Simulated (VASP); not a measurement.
# AlCo (Pm-3m) in VASP: a series of runs

Runs on AlCo. Level: PBE. Tasks: single point.

Program: VASP 6.6.1. These are calculated values, not measurements. Logs are shortened: lines on timing, memory, paths and dates and some standing lists are left out, and cuts for length are marked.

### 1 The cell of the first run

It takes space group Pm-3m (No. 221, cubic). The conventional cell has a = 2.772 Å, b = 2.772 Å, c = 2.772 Å, α = 90.00°, β = 90.00°, γ = 90.00°. Al (site symmetry m-3m) has 8 Co at 2.40 Å and 6 Al at 2.77 Å within 3.2 Å. Within 3.2 Å of Co (site symmetry m-3m) lie 8 Al at 2.40 Å and 6 Co at 2.77 Å.

### 2 Single point, PBE, collinear spin, ferromagnetic start

INCAR reads:

```
  PREC = Accurate
  ENCUT = 520
  EDIFF = 1E-6
  ISMEAR = -1
  SIGMA = 0.1
  LREAL = F
  LASPH = T
  NELM = 150
  ALGO = Normal
  ISIF = 2
  LWAVE = F
  LCHARG = F
  ISPIN = 2
  MAGMOM = 0 3.2
  LORBIT = 11
  LMAXMIX = 4
  GGA = PE
  NBANDS = 17
```

KPOINTS reads:

```
regular mesh
0
Gamma
  12 12 12
```

POSCAR reads:

```
AlCo
1.0
    2.7716074815      0.0000000000      0.0000000000
    0.0000000000      2.7716074815      0.0000000000
    0.0000000000      0.0000000000      2.7716074815
Al Co
1 1
Direct
    0.0000000000      0.0000000000      0.0000000000
    0.5000000000      0.5000000000      0.5000000000
```

Potentials or basis: VASP PAW PBE potentials, release 64 (Al, Co).

Started as:

```
$ cat potpaw_PBE.64/Al/POTCAR potpaw_PBE.64/Co/POTCAR > POTCAR
$ mpirun -np 1 vasp_std > vasp.out
```

OUTCAR:

```text
PREC = Accurate
   ENCUT = 520
   EDIFF = 1E-6
   ISMEAR = -1
   LREAL = F
   LASPH = T
   NELM = 150
   ISIF = 2
   ISPIN = 2
   LORBIT = 11
   GGA = PE

 ion  position               nearest neighbor table
   1  0.000  0.000  0.000-   2 2.40   2 2.40   2 2.40   2 2.40   2 2.40   2 2.40   2 2.40   2 2.40

   2  0.500  0.500  0.500-   1 2.40   1 2.40   1 2.40   1 2.40   1 2.40   1 2.40   1 2.40   1 2.40

  LATTYP: Found a simple cubic cell.
 ALAT       =     2.7716074815

  Lattice vectors:

 A1 = (   2.7716074815,   0.0000000000,   0.0000000000)
 A2 = (   0.0000000000,   2.7716074815,   0.0000000000)
 A3 = (   0.0000000000,   0.0000000000,   2.7716074815)

Analysis of symmetry for initial positions (statically):
=====================================================================
 Subroutine PRICEL returns:
 Original cell was already a primitive cell.

 Routine SETGRP: Setting up the symmetry group for a
 simple cubic supercell.

 Subroutine GETGRP returns: Found 48 space group operations
 (whereof 48 operations were pure point group operations)
 out of a pool of 48 trial point group operations.

The static configuration has the point symmetry O_h .

Analysis of symmetry for dynamics (positions and initial velocities):
=====================================================================
 Subroutine PRICEL returns:
 Original cell was already a primitive cell.

 Routine SETGRP: Setting up the symmetry group for a
 simple cubic supercell.

 Subroutine GETGRP returns: Found 48 space group operations
 (whereof 48 operations were pure point group operations)
 out of a pool of 48 trial point group operations.

The dynamic configuration has the point symmetry O_h .

Analysis of structural, dynamic, and magnetic symmetry:
=====================================================================
 Subroutine PRICEL returns:
 Original cell was already a primitive cell.

 Routine SETGRP: Setting up the symmetry group for a
 simple cubic supercell.

 Subroutine GETGRP returns: Found 48 space group operations
 (whereof 48 operations were pure point group operations)
 out of a pool of 48 trial point group operations.

The overall configuration has the point symmetry O_h .

 Subroutine INISYM returns: Found 48 space group operations
 (whereof 48 operations are pure point group operations),
 and found     1 'primitive' translations

----------------------------------------------------------------------------------------

                                     Primitive cell

  volume of cell :      21.2910

  direct lattice vectors                    reciprocal lattice vectors
     2.771607481  0.000000000  0.000000000     0.360801451  0.000000000  0.000000000
     0.000000000  2.771607481  0.000000000     0.000000000  0.360801451  0.000000000
     0.000000000  0.000000000  2.771607481     0.000000000  0.000000000  0.360801451

  length of vectors
     2.771607481  2.771607481  2.771607481     0.360801451  0.360801451  0.360801451

  position of ions in fractional coordinates (direct lattice)
     0.000000000  0.000000000  0.000000000
     0.500000000  0.500000000  0.500000000

  ion indices of the primitive-cell ions
   primitive index   ion index
                 1           1
                 2           2

----------------------------------------------------------------------------------------

 KPOINTS: regular mesh

Automatic generation of k-mesh.
 Grid dimensions read from file:
 generate k-points for:   12   12   12

 Generating k-lattice:

  Cartesian coordinates                     Fractional coordinates (reciprocal lattice)
     0.030066788  0.000000000  0.000000000     0.083333333  0.000000000  0.000000000
     0.000000000  0.030066788  0.000000000     0.000000000  0.083333333  0.000000000
     0.000000000  0.000000000  0.030066788     0.000000000  0.000000000  0.083333333

  Length of vectors
     0.030066788  0.030066788  0.030066788

  Shift w.r.t. Gamma in fractional coordinates (k-lattice)
     0.000000000  0.000000000  0.000000000

 Subroutine IBZKPT returns following result:
 ===========================================

 Found     84 irreducible k-points:

 Following reciprocal coordinates:
            Coordinates               Weight
  0.000000  0.000000  0.000000      1.000000
  0.083333  0.000000  0.000000      6.000000
  0.166667  0.000000  0.000000      6.000000
  0.250000  0.000000  0.000000      6.000000
  0.333333  0.000000  0.000000      6.000000
  0.416667  0.000000  0.000000      6.000000
[... 16 lines left out ...]
  0.333333  0.333333  0.000000     12.000000
  0.416667  0.333333  0.000000     24.000000
 [... further k-points ...]
   k-points           NKPTS =     84   k-points in BZ     NKDIM =     84   number of bands    NBANDS=     17
   number of dos      NEDOS =    301   number of ions     NIONS =      2
   total plane-waves  NPLWV =  13824
   dimension x,y,z NGX =    24 NGY =   24 NGZ =   24
   dimension x,y,z NGXF=    48 NGYF=   48 NGZF=   48
   ions per type =               1   1
   NGX,Y,Z   is equivalent  to a cutoff of  14.40, 14.40, 14.40 a.u.
   NGXF,Y,Z  is equivalent  to a cutoff of  28.79, 28.79, 28.79 a.u.
 SYSTEM =  unknown system
   PREC   = accura    normal or accurate (medium, high low for compatibility)
   ISTART =      0    job   : 0-new  1-cont  2-samecut
   ICHARG =      2    charge: 1-file 2-atom 10-const
   ISPIN  =      2    spin polarized calculation?
   LNONCOLLINEAR =      F non collinear calculations
   LSORBIT =      F    spin-orbit coupling
   LASPH  =      T    aspherical Exc in radial PAW
   ENCUT  =  520.0 eV  38.22 Ry    6.18 a.u.   5.15  5.15  5.15*2*pi/ulx,y,z
   NELM   =    150;   NELMIN=  2; NELMDL= -5     # of ELM steps
   EDIFF  = 0.1E-05   stopping-criterion for ELM
   LREAL  =      F    real-space projection
   EDIFFG = 0.1E-04   stopping-criterion for IOM
   NSW    =      0    number of steps for IOM
   IBRION =     -1    ionic relax: 0-MD 1-quasi-New 2-CG
   NFREE  =      0    steps in history (QN), initial steepest desc. (CG)
   ISIF   =      2    stress and relaxation
   ISYM   =      2    0-nonsym 1-usesym 2-fastsym
   POTIM  = 0.5000    time-step for ionic-motion
   TEBEG  =    0.0;   TEEND  =   0.0 temperature during run
   PSTRESS=    0.0 pullay stress
   NELECT =      12.0000    total number of electrons
   NUPDOWN=      -1.0000    fix difference up-down
   EMIN   =  10.00;   EMAX   =-10.00  energy-range for DOS
   EFERMI =   0.00;   METHOD = LEGACY
   ISMEAR =    -1;   SIGMA  =   0.10  broadening in eV -4-tet -1-fermi 0-gaus
   EFERMI_NEDOS =   21; number of points for ismear=-14 and -15
   IALGO  =     38    algorithm
   IMIX   =      4    mixing-type and parameters
     AMIX     =   0.40;   BMIX     =  1.00
     AMIX_MAG =   1.60;   BMIX_MAG =  1.00
  volume/ion in A,a.u.               =      10.65        71.84
  Fermi-wavevector in a.u.,A,eV,Ry     =   1.352291  2.555460 24.880854  1.828691
  Thomas-Fermi vector in A             =   2.479642
   LORBIT       =     11    0 simple, 1 ext, 2 COOP (PROOUT), +10 PAW based schemes
   GGA     = PE    functional components
   LHFCALC =     F    Hartree Fock is set to
   AEXX    =    0.0000 exact exchange contribution
   IVDW    =     0    specifies the selected vdW correction
   LEPSILON=     F    determine dielectric tensor
   LRPA    =     F    only Hartree local field effects (RPA)
 spin polarized calculation
  energy-cutoff  :      520.00
  volume of cell :       21.29
 maximum number of plane-waves:       588
 NGX is ok and might be reduce to    24
   NGX = 11   NGY = 11   NGZ = 11

 number of electron      12.0000003 magnetization      -0.0024506

 number of electron      12.0000003 magnetization       0.0009339

 Free energy of the ion-electron system (eV)
  ---------------------------------------------------
  ext. energy  EPLUGINS =         0.00000000
  ---------------------------------------------------
  free energy    TOTEN  =       -11.90020716 eV

  energy without entropy =      -11.87472817  energy(sigma->0) =      -11.88746767

 E-fermi :  11.7121     XC(G=0): -12.6785

 val. band max:       11.6305415014   @ k =   0.5000   0.4167   0.0833
 cond. band min:      11.7403931882   @ k =   0.4167   0.4167   0.0000
 fundamental gap:      0.1098516868
 Fermi energy:        11.7121449576

 spin component 1

 k-point     1 :       0.0000    0.0000    0.0000
  band No.  band energies     occupation
      1       0.0873      1.00000
      2       8.3827      1.00000
      3       8.3827      1.00000
      4      10.7941      0.99990
      5      10.7941      0.99990
      6      10.7941      0.99990
[... 9 lines left out ...]
     16      36.2616      0.00000
     17      36.2616      0.00000
[... 441 lines left out ...]
 k-point    24 :       0.4167    0.3333    0.0000
  band No.  band energies     occupation
      1       5.0392      1.00000
      2       7.2536      1.00000
      3       8.9097      1.00000
      4       9.5192      1.00000
      5      10.0319      1.00000
      6      10.2251      1.00000
[... 9 lines left out ...]
     16      35.2144      0.00000
     17      35.2439      0.00000

 [... further k-points ...]

 spin component 2

 k-point     1 :       0.0000    0.0000    0.0000
  band No.  band energies     occupation
      1       0.0871      1.00000
      2       8.3844      1.00000
      3       8.3844      1.00000
      4      10.7946      0.99990
      5      10.7946      0.99990
      6      10.7946      0.99990
[... 9 lines left out ...]
     16      36.2614      0.00000
     17      36.2614      0.00000
[... 441 lines left out ...]
 k-point    24 :       0.4167    0.3333    0.0000
  band No.  band energies     occupation
      1       5.0390      1.00000
      2       7.2539      1.00000
      3       8.9102      1.00000
      4       9.5204      1.00000
      5      10.0323      1.00000
      6      10.2256      1.00000
[... 9 lines left out ...]
     16      35.2141      0.00000
     17      35.2440      0.00000

 [... further k-points ...]
[... 5 lines left out ...]
  --------------------------------------------------------------------------------------
  -------------------------------------------------------------------------------------
  Total        2.4662227      2.4662227      2.4662227     -0.0000000      0.0000000     -0.0000000
  in kB      185.5870591    185.5870591    185.5870591     -0.0000000      0.0000000     -0.0000000
  external PRESSURE =     185.5870591 kB  Pullay stress =       0.0000000 kB

 VOLUME and BASIS-vectors are now :
 -----------------------------------------------------------------------------
  energy-cutoff  :      520.00
  volume of cell :       21.29
      direct lattice vectors                 reciprocal lattice vectors
     2.771607481  0.000000000  0.000000000     0.360801451  0.000000000  0.000000000
     0.000000000  2.771607481  0.000000000     0.000000000  0.360801451  0.000000000
     0.000000000  0.000000000  2.771607481     0.000000000  0.000000000  0.360801451

 POSITION                                       TOTAL-FORCE (eV/Angst)
 -----------------------------------------------------------------------------------
      0.00000      0.00000      0.00000         0.000000      0.000000      0.000000
      1.38580      1.38580      1.38580         0.000000      0.000000      0.000000
 -----------------------------------------------------------------------------------
    total drift:                                0.000000     -0.000000     -0.000000

  FREE ENERGIE OF THE ION-ELECTRON SYSTEM (eV)
  ---------------------------------------------------
  free  energy   TOTEN  =       -11.9002071615 eV

  energy  without entropy=      -11.8747281740  energy(sigma->0) =      -11.88746767

 total charge

# of ion       s       p       d       tot
------------------------------------------
    1        0.406   0.468   0.000   0.875
    2        0.469   0.581   7.572   8.621
--------------------------------------------------
tot          0.875   1.049   7.572   9.496

 magnetization (x)

# of ion       s       p       d       tot
------------------------------------------
    1       -0.000  -0.000   0.000  -0.000
    2       -0.000  -0.000   0.001   0.001
--------------------------------------------------
tot         -0.000  -0.000   0.001   0.001
```

It took 34 s on 1 thread of Intel Xeon Platinum 8259CL at 2.50GHz (Skylake/Cascade Lake), shared host; peak memory 0.18 GiB.

Results:

```yaml
Free_energy: -11.9002 eV
Pressure: 18.6 GPa
Band_gap_on_the_k_mesh: zero (filled and empty bands overlap)
Net_moment: 0.00 μB per cell
Valence_electrons_inside_the_program's_atomic_spheres: Al 0.88; Co 8.62
```

Levels at points of the mesh, in eV from the Fermi level:
Spin up:
| k point | band 4 | band 5 | band 6 | band 7 | band 8 | band 9 |
| --- | --- | --- | --- | --- | --- | --- |
| (0.00, 0.00, 0.00) | -0.92 | -0.92 | -0.92 | 6.43 | 6.43 | 6.43 |
| (0.50, 0.00, 0.00) | -1.89 | -1.89 | -0.79 | 0.26 | 8.53 | 11.12 |
| (0.50, 0.50, 0.00) | -2.82 | -1.68 | -1.68 | -0.23 | 2.72 | 3.99 |
| (0.50, 0.50, 0.50) | -0.19 | -0.19 | 2.42 | 2.42 | 2.42 | 4.95 |
Spin down:
```tsv
k point	band 3	band 4	band 5	band 6	band 7	band 8	band 9	band 10
(0.00, 0.00, 0.00)	-3.33	-0.92	-0.92	-0.92	6.43	6.43	6.43	9.12
(0.50, 0.00, 0.00)	-2.66	-1.89	-1.89	-0.79	0.26	8.53	11.12	11.12
(0.50, 0.50, 0.00)	-2.82	-2.82	-1.68	-1.68	-0.23	2.72	3.99	13.78
(0.50, 0.50, 0.50)	-4.32	-0.19	-0.19	2.42	2.42	2.42	4.95	5.82
```

Caveat: the starting moments collapsed, and a magnetic state may lie lower.

### 3 Single point, PBE, collinear spin, ferromagnetic start

This run uses another cell than the first one, of 10.98 Å³/atom, 1.032 times its volume.

INCAR reads:

```
SYSTEM = AlCo
  PREC = Accurate
  ENCUT = 520
  EDIFF = 1E-7
  ISMEAR = -1
  SIGMA = 0.1
  LREAL = .False.
  LASPH = .True.
  NELM = 150
  ALGO = Normal
  ISIF = 2
  LWAVE = .False.
  LCHARG = .False.
  ISPIN = 2
  MAGMOM = 0 3.2
  LORBIT = 11
  LMAXMIX = 4
  GGA = PE
  NBANDS = 17
```

KPOINTS reads:

```
regular mesh
0
Gamma
  12 12 12
  0 0 0
```

POSCAR reads:

```
AlCo
1.0
    2.8004804707      0.0000000000      0.0000000000
    0.0000000000      2.8004804707      0.0000000000
    0.0000000000      0.0000000000      2.8004804707
Al Co
1 1
Direct
    0.0000000000      0.0000000000      0.0000000000
    0.5000000000      0.5000000000      0.5000000000
```

Potentials or basis: VASP PAW PBE potentials, release 64 (Al, Co).

Started as:

```
$ cat potpaw_PBE.64/Al/POTCAR potpaw_PBE.64/Co/POTCAR > POTCAR
$ mpirun -np 1 vasp_std > vasp.out
```

Run time: 35 s. Hardware: 1 thread of Intel Xeon Platinum 8259CL at 2.50GHz (Skylake/Cascade Lake), shared host; peak memory 0.18 GiB.

The run converged. Its results:

- Free energy: -11.9619 eV
- Pressure: 11.1 GPa
- Band gap on the k mesh: zero (filled and empty bands overlap)
- Net moment: 0.00 μB per cell
- Valence electrons inside the program's atomic spheres: Al 0.85; Co 8.55

Levels at points of the mesh, in eV from the Fermi level:
Spin up:
```tsv
k point	band 2	band 3	band 4	band 5	band 6	band 7	band 8	band 9	band 10	band 11
(0.00, 0.00, 0.00)	-3.17	-3.17	-0.87	-0.87	-0.87	6.27	6.27	6.27	8.99	8.99
(0.50, 0.00, 0.00)	-6.86	-2.53	-1.81	-1.81	-0.75	0.24	8.50	10.95	10.95	12.25
(0.50, 0.50, 0.00)	-3.24	-2.75	-2.75	-1.59	-1.59	-0.22	2.62	3.80	13.40	16.34
(0.50, 0.50, 0.50)	-4.16	-4.16	-0.18	-0.18	2.42	2.42	2.42	4.64	5.65	5.65
```
Spin down:
| k point | band 3 | band 4 | band 5 | band 6 | band 7 | band 8 | band 9 | band 10 |
| --- | --- | --- | --- | --- | --- | --- | --- | --- |
| (0.00, 0.00, 0.00) | -3.17 | -0.87 | -0.87 | -0.87 | 6.27 | 6.27 | 6.27 | 8.99 |
| (0.50, 0.00, 0.00) | -2.53 | -1.81 | -1.81 | -0.75 | 0.24 | 8.50 | 10.95 | 10.95 |
| (0.50, 0.50, 0.00) | -2.75 | -2.75 | -1.59 | -1.59 | -0.22 | 2.62 | 3.80 | 13.40 |
| (0.50, 0.50, 0.50) | -4.16 | -0.18 | -0.18 | 2.42 | 2.42 | 2.42 | 4.64 | 5.65 |

Caveat: the starting moments collapsed, and a magnetic state may lie lower.
